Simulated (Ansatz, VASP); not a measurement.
# Two plane-wave programs on Sr2C

```
CELL_PARAMETERS angstrom
0.00000 3.36014 3.36014
3.36014 0.00000 3.36014
3.36014 3.36014 0.00000
ATOMIC_POSITIONS crystal
C 0.00000 0.00000 0.00000
Sr 0.25000 0.25000 0.25000
Sr 0.75000 0.75000 0.75000
```

Alike in both runs: task single point; functional HSE06; k mesh 4 × 4 × 4; occupations fermi-dirac, width 0.02 eV; no spin polarisation.

|  | VASP | Ansatz |
| --- | --- | --- |
| version | VASP 6.6.1 | Ansatz 0.2.0 |
| potentials or method | VASP PAW PBE potentials, release 64 (C, Sr_sv) | plane waves, PAW |
| plane-wave cutoff (eV) | 520 | 420 |
| valence electrons in the cell | 24 | 24 |

Ansatz gave:

| Item | Value |
| --- | --- |
| pressure (GPa) | 0.2 |

Q: What did VASP give for the same quantities?

A: Pressure (GPa): 0.4.

Ansatz's warnings: stress exchange threshold loose, stress scf threshold loose.
